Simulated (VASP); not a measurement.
# CaAl35N35 (a cell with a defect) in VASP: single point with PBE

Aim: the single point of CaAl35N35 (a cell with a defect) with PBE.

Everything below comes from runs of VASP 6.6.1. Logs are shortened: lines on timing, memory, paths and dates and some standing lists are left out, and cuts for length are marked.

### 1 The cell of the first run

The cell holds a defect, 71 atoms: a = 9.389 Å, b = 9.389 Å, c = 10.035 Å, α = 90.00°, β = 90.00°, γ = 120.00°.

### 2 Single point, PBE, collinear spin

The input, INCAR:

```
  ALGO = Normal
  EDIFF = 1E-7
  ENCUT = 520
  GGA = PE
  ISIF = 2
  ISMEAR = -1
  ISPIN = 2
  LASPH = True
  LCHARG = True
  LELF = True
  LORBIT = 11
  LREAL = Auto
  LVHAR = True
  LWAVE = False
  MAGMOM = 0 0.02 0 0 0 0.02 0 0 0 0 0 0 0 0 0 0 0 0 0 0 0 0 0 0 0 0 0 0 0 0 0 0 0 0 0 0.01 0.01 0 0.03 0.01 0 0.03 0.01 0 0 0 0 0 0 0 0.01 0 0 0 0.02 0 0 0 0.04 0 0 0 0.03 0 0 0 0 0 0 0 0.04
  NBANDS = 190
  NELECT = 289.0
  NELM = 150
  NUPDOWN = 1.0
  PREC = Accurate
  SIGMA = 0.01
```

The input, KPOINTS:

```
Automatic mesh
0
Gamma
  1 1 1
  0.25 0.25 0.25
```

The input, POSCAR:

```
CaAl35N35
1.0
    9.3892708692      0.0000000866      0.0000000000
   -4.6946355096      8.1313470524      0.0000000000
    0.0000000000      0.0000000000     10.0348065929
Al N Ca
35 35 1
Direct
    0.2244900084      0.1117603241      0.2498371504
    0.0956929615      0.1995291139      0.5089683500
    0.2251167194      0.1102709302      0.7503733069
    0.1056465723      0.2111995315      0.9968796585
    0.2211876348      0.4436513759      0.1891262727
    0.0954389840      0.5614970133      0.5088307894
    0.2221049638      0.4441109457      0.7610961478
    0.1056672522      0.5606617497      0.9968150882
    0.2244342333      0.7787719043      0.2496936698
    0.1115322710      0.8885276003      0.4997116642
    0.2251478337      0.7809181545      0.7502670602
    0.1115500741      0.8888675044      1.0009466835
    0.5551828841      0.1108207038      0.2502102435
    0.4494021579      0.2231586989      0.5004957609
    0.5556656130      0.1109705323      0.7500675112
    0.4455858829      0.2213939699      0.9998980372
    0.5600963579      0.4419419243      0.2482771603
    0.5555881084      0.4446701865      0.7515916065
    0.4543514016      0.5604635415      0.9935073389
    0.5605723740      0.7850818419      0.2479849573
    0.4497065052      0.8932866110      0.5004002524
    0.5557201613      0.7773158944      0.7517183053
    0.4455515500      0.8906505549      0.9998935108
    0.8880981252      0.1103873381      0.2502129200
    0.7753133760      0.2205211924      0.4998118812
    0.8845845363      0.1086386978      0.7507743463
    0.7768577777      0.2214847374      1.0005849259
    0.8879157040      0.4436695721      0.2500951818
    0.7749312489      0.5547038953      0.4993739956
    0.8844854986      0.4418130592      0.7507426333
    0.7793715594      0.5564597790      0.9999696507
    0.8900468152      0.7780077909      0.2498261397
    0.7755363248      0.8865279430      0.4994280320
    0.8891638716      0.7775020813      0.7493885651
    0.7795149442      0.8891570877      0.9999146398
    0.2236531716      0.1147372968      0.4414798612
    0.1092763049      0.2171678581      0.1888570099
    0.2229696052      0.1099744346      0.9395475747
    0.1115179430      0.2230512811      0.6951055840
    0.1091954102      0.5577091281      0.1886699159
    0.2195021125      0.4431320866      0.9582005926
    0.1114581460      0.5540000974      0.6949586612
    0.2237635137      0.7749153409      0.4414397506
    0.1131061656      0.8893578940      0.1919690021
    0.2230248815      0.7797506947      0.9394734988
    0.1122234473      0.8888504345      0.6891253849
    0.5547913649      0.1110165625      0.4400806723
    0.4439732185      0.2203414443      0.1887263285
    0.5562066662      0.1115517258      0.9398426054
    0.4454569301      0.2223154515      0.6908615240
    0.5653571545      0.4339599969      0.4333003187
    0.4483545729      0.5573317081      0.1927945019
    0.5583872099      0.4430716921      0.9427310230
    0.4406923341      0.5533311022      0.7122089355
    0.5668532294      0.8001866044      0.4329670264
    0.4439615876      0.8895527836      0.1886946676
    0.5585268122      0.7823897413      0.9428945658
    0.4455308223      0.8889296832      0.6908208085
    0.8886142477      0.1118534420      0.4403657352
    0.7785272901      0.2219929243      0.1910183573
    0.8871673082      0.1105003222      0.9396077908
    0.7775900144      0.2214765693      0.6897973873
    0.8880586948      0.4426881725      0.4402211899
    0.7816577029      0.5571150888      0.1888988501
    0.8870607985      0.4431948113      0.9395620410
    0.7782515792      0.5554240753      0.6900260787
    0.8906138974      0.7784097598      0.4405256693
    0.7820050454      0.8904109964      0.1887557587
    0.8903045468      0.7784495736      0.9398290231
    0.7783460899      0.8883266093      0.6901680025
    0.4109586214      0.5400355529      0.4841474192
```

Potentials or basis: VASP PAW PBE potentials, release 64 (Al, N, Ca_sv).

On the command line:

```sh
cat potpaw_PBE.64/Al/POTCAR potpaw_PBE.64/N/POTCAR potpaw_PBE.64/Ca_sv/POTCAR > POTCAR
mpirun -np 1 vasp_std > vasp.out
```

OUTCAR:

```text
EDIFF = 1E-7
   ENCUT = 520
   GGA = PE
   ISIF = 2
   ISMEAR = -1
   ISPIN = 2
   LASPH = True
   LORBIT = 11
   LREAL = Auto
   NELECT = 289.0
   NELM = 150
   NUPDOWN = 1.0
   PREC = Accurate

 ion  position               nearest neighbor table
   1  0.224  0.112  0.250-  48 1.89  37 1.90  44 1.90  36 1.92  16 3.09  12 3.09  10 3.10   4 3.10
                            13 3.11  14 3.11  17 3.13   9 3.13  32 3.14   2 3.15  24 3.15   5 3.19
   2  0.096  0.200  0.509-  59 1.83  36 1.87  39 1.88  33 2.97  26 2.98  10 3.00   3 3.01  71 3.10
                            24 3.10  25 3.11   1 3.15  14 3.22   7 3.22
   3  0.225  0.110  0.750-  50 1.89  38 1.90  46 1.90  39 1.92   2 3.01   4 3.06  16 3.08  11 3.09
                            12 3.09  10 3.09  15 3.10  14 3.10  18 3.12  34 3.14   7 3.15  26 3.19
   4  0.106  0.211  0.997-  61 1.87  38 1.87  41 1.93  37 1.93   5 2.70   7 3.03  35 3.04  12 3.05
                            26 3.06   3 3.06  24 3.10   1 3.10  27 3.14  16 3.15  19 3.28   8 3.28
   5  0.221  0.444  0.189-  40 1.84  37 1.84  52 1.85  41 2.32   4 2.70   8 2.70  19 2.73  24 3.19
                            28 3.19   9 3.19   1 3.19  17 3.24  20 3.25
   6  0.095  0.561  0.509-  63 1.83  43 1.87  42 1.88  30 2.98  29 2.98  10 3.00  11 3.01  71 3.08
                            28 3.10  25 3.11   9 3.15   7 3.22  21 3.23
   7  0.222  0.444  0.761-  54 1.84  42 1.91  39 1.92  41 1.98  19 3.00   8 3.03   4 3.03  18 3.13
                            22 3.13  11 3.15   3 3.15  30 3.16  26 3.16  71 3.18   6 3.22   2 3.22
   8  0.106  0.561  0.997-  65 1.87  45 1.87  41 1.92  40 1.93   5 2.70   7 3.03  31 3.04  12 3.05
                            11 3.06  30 3.06   9 3.10  28 3.10  27 3.14  23 3.15  19 3.27   4 3.28
   9  0.224  0.779  0.250-  56 1.89  44 1.90  40 1.90  43 1.92  23 3.08  12 3.09  10 3.09   8 3.10
[... 43 lines left out ...]
  31  0.779  0.556  1.000-  53 1.89  64 1.90  65 1.90  69 1.90   8 3.04  17 3.06  19 3.07  30 3.07
                            18 3.09  32 3.09  28 3.09  34 3.09  12 3.12  35 3.12  27 3.13  16 3.14
  32  0.890  0.778  0.250-  68 1.89  64 1.90  44 1.90  67 1.91  12 3.08  10 3.09  31 3.09  35 3.09
                            33 3.09  29 3.09  17 3.13  20 3.13  28 3.13  24 3.13   9 3.14   1 3.14
  33  0.776  0.887  0.499-  55 1.83  67 1.91  70 1.91  59 1.93   2 2.97  20 3.07  21 3.09  32 3.09
                            24 3.09  34 3.09  22 3.10  26 3.10  29 3.11  25 3.14  10 3.15
  34  0.889  0.778  0.749-  70 1.90  66 1.90  69 1.91  46 1.91  10 3.09  31 3.09  35 3.09  33 3.09
                            29 3.09  12 3.11  18 3.13  22 3.13  30 3.13  26 3.13  11 3.14   3 3.14
  35  0.780  0.889  1.000-  57 1.89  68 1.90  61 1.90  69 1.90   4 3.04  20 3.06  19 3.07  26 3.07
                            22 3.08  32 3.09  24 3.09  34 3.09  12 3.12  31 3.12  27 3.13  23 3.14
  36  0.224  0.115  0.441-   2 1.87   1 1.92  14 1.93  10 1.93
  37  0.109  0.217  0.189-   5 1.84   1 1.90  24 1.90   4 1.93
  38  0.223  0.110  0.940-   4 1.87   3 1.90  12 1.90  16 1.91
  39  0.112  0.223  0.695-   2 1.88   7 1.92   3 1.92  26 1.93
  40  0.109  0.558  0.189-   5 1.84   9 1.90  28 1.90   8 1.93
  41  0.220  0.443  0.958-   8 1.92   4 1.93  19 1.94   7 1.98   5 2.32
  42  0.111  0.554  0.695-   6 1.88   7 1.91  11 1.93  30 1.93
  43  0.224  0.775  0.441-   6 1.87   9 1.92  10 1.93  21 1.93
  44  0.113  0.889  0.192-   9 1.90   1 1.90  32 1.90  12 1.92
[... 358 lines left out ...]
      2     -13.0330      1.00000
      3     -13.0328      1.00000
      4     -12.9464      1.00000
      5      -8.9663      1.00000
      6      -8.6683      1.00000
[... 943 lines left out ...]
    155      11.6179      0.00000
    156      11.6817      0.00000
 Fermi energy:         6.4740735713

 spin component 2

 k-point     1 :       0.2500    0.2500    0.2500
  band No.  band energies     occupation
      1     -31.6911      1.00000
      2     -13.0036      1.00000
      3     -12.9528      1.00000
      4     -12.9089      1.00000
      5      -8.9558      1.00000
      6      -8.6590      1.00000
[... 943 lines left out ...]
    155      11.6441      0.00000
    156      11.7114      0.00000
 [bands above 156 left out]

------------------------ aborting loop because EDIFF is reached ----------------------------------------

  FORCE on cell =-STRESS in cart. coord.  units (eV):
  Direction    XX          YY          ZZ          XY          YZ          ZX
  --------------------------------------------------------------------------------------
  -------------------------------------------------------------------------------------
  Total        4.3039694      2.3642644      1.0485222      0.2841262     -0.3081769     -0.3412230
  in kB        9.0007020      4.9442822      2.1927285      0.5941807     -0.6444769     -0.7135847
  external PRESSURE =       5.3792375 kB  Pullay stress =       0.0000000 kB

 VOLUME and BASIS-vectors are now :
 -----------------------------------------------------------------------------
  energy-cutoff  :      520.00
  volume of cell :      766.13
      direct lattice vectors                 reciprocal lattice vectors
     9.389270869  0.000000087  0.000000000     0.106504542  0.061490427  0.000000000
    -4.694635510  8.131347052  0.000000000    -0.000000001  0.122980853  0.000000000
     0.000000000  0.000000000 10.034806593     0.000000000  0.000000000  0.099653141

 POSITION                                       TOTAL-FORCE (eV/Angst)
 -----------------------------------------------------------------------------------
      1.58312      0.90876      2.50707         0.021389     -0.011841     -0.000675
     -0.03823      1.62244      5.10740        -0.008544      0.021834      0.004030
      1.59600      0.89665      7.52985         0.030930     -0.015915     -0.007126
      0.00044      1.71734     10.00349        -0.022630      0.013528     -0.009402
     -0.00599      3.60748      1.89785         0.042886     -0.014042     -0.012983
     -1.73992      4.56573      5.10602        -0.031818      0.023084     -0.019386
[... 63 lines left out ...]
      3.13773      7.22329      6.92570        -0.037462      0.018352     -0.007109
      1.32333      4.39122      4.85833        -0.050858     -0.077879      0.009166
 -----------------------------------------------------------------------------------
    total drift:                               -0.001214     -0.009191      0.012464

  FREE ENERGIE OF THE ION-ELECTRON SYSTEM (eV)
  ---------------------------------------------------
  free  energy   TOTEN  =      -528.1618348487 eV

  energy  without entropy=     -528.1618348487  energy(sigma->0) =     -528.16183485

 total charge

# of ion       s       p       d       tot
------------------------------------------
    1        0.366   0.429   0.000   0.795
    2        0.392   0.423   0.000   0.815
    3        0.367   0.431   0.000   0.798
    4        0.370   0.440   0.000   0.810
    5        0.385   0.434   0.000   0.819
    6        0.391   0.422   0.000   0.814
[... 63 lines left out ...]
   70        1.223   2.619   0.000   3.842
   71        2.071   5.877   0.412   8.360
--------------------------------------------------
tot         57.873 112.771   0.412 171.055

 magnetization (x)

# of ion       s       p       d       tot
------------------------------------------
    1       -0.000  -0.000   0.000  -0.000
    2        0.008   0.030   0.000   0.039
    3        0.000   0.001   0.000   0.001
    4        0.000   0.001   0.000   0.001
    5       -0.000   0.003   0.000   0.003
    6        0.009   0.031   0.000   0.040
[... 63 lines left out ...]
   70        0.000   0.000   0.000   0.000
   71        0.006   0.017   0.028   0.051
--------------------------------------------------
tot          0.040   0.280   0.028   0.347
```

Wall time 64 min (1 thread of Intel Xeon Platinum 8375C at 2.90GHz (Ice Lake), shared host); peak memory 1.7 GiB.

Results:

* Free energy: -528.1618 eV
* Largest force: 0.120 eV/Å
* Net moment: 1.00 μB per cell
* Site moments: Al -0.00, +0.04, +0.00 (each value once); N +0.02, +0.01, +0.00, +0.03, -0.00 (each value once); Ca +0.05 μB
* Valence electrons inside the program's atomic spheres: Al 0.80, 0.81, 0.82, 0.79, 0.78 (each value once); N 3.83, 3.85, 3.82, 3.84, 3.87, 3.86 (each value once); Ca 8.36

Forces on the atoms (eV/Å):
```
Al   0.021 -0.012 -0.001
Al  -0.009  0.022  0.004
Al   0.031 -0.016 -0.007
Al  -0.023  0.014 -0.009
Al   0.043 -0.014 -0.013
Al  -0.032  0.023 -0.019
Al   0.025 -0.016 -0.010
Al  -0.030  0.018 -0.018
Al   0.032 -0.022  0.009
Al  -0.009  0.020 -0.014
Al   0.028 -0.011 -0.003
Al  -0.026  0.014  0.008
Al   0.033 -0.019  0.001
Al  -0.014  0.011 -0.011
Al   0.024 -0.016  0.008
Al  -0.023  0.017  0.003
Al   0.021 -0.011 -0.007
Al   0.037 -0.019  0.000
Al  -0.022  0.015 -0.006
Al   0.028 -0.017  0.004
Al  -0.025  0.012 -0.003
Al   0.029 -0.011  0.010
Al  -0.021  0.017  0.007
Al   0.021 -0.017  0.003
Al  -0.025  0.010 -0.002
Al   0.022 -0.012  0.005
Al  -0.028  0.007  0.007
Al   0.028 -0.012  0.002
Al  -0.027  0.011 -0.016
Al   0.024 -0.016 -0.003
Al  -0.032  0.011  0.005
Al   0.016 -0.012  0.000
Al  -0.016  0.010  0.005
Al   0.028 -0.012 -0.004
Al  -0.027  0.012  0.009
N    0.020 -0.029  0.006
N   -0.024  0.034 -0.003
N    0.042 -0.023  0.007
N   -0.030  0.014 -0.001
N   -0.049  0.031  0.035
N    0.040 -0.025  0.009
N   -0.030  0.015  0.010
N    0.014 -0.020  0.010
N   -0.030  0.024 -0.008
N    0.034 -0.033  0.006
N   -0.038  0.022  0.005
N    0.017 -0.020 -0.001
N   -0.038  0.027 -0.001
N    0.034 -0.023 -0.005
N   -0.039  0.020  0.007
N    0.117 -0.029  0.002
N   -0.043  0.005 -0.013
N    0.051 -0.028  0.013
N   -0.038  0.030  0.031
N    0.012  0.017 -0.026
N   -0.041  0.025 -0.006
N    0.037 -0.026 -0.014
N   -0.038  0.017  0.000
N    0.014  0.001 -0.010
N   -0.041  0.025 -0.004
N    0.035 -0.012 -0.003
N   -0.038  0.026 -0.005
N    0.026  0.006  0.005
N   -0.035  0.013 -0.006
N    0.042 -0.009  0.006
N   -0.043  0.020  0.006
N    0.041 -0.011  0.005
N   -0.036  0.014  0.000
N    0.043 -0.022 -0.002
N   -0.037  0.018 -0.007
Ca  -0.051 -0.078  0.009
```

Caveat: the k points lie up to 0.39 Å⁻¹ apart; the cell carries a net charge on a neutralising background, which shifts energy and pressure; the cell is charged against a uniform background, so pressure and absolute levels hang on convention; the total moment is fixed, so each spin has its own Fermi level and the state may be an excited one.
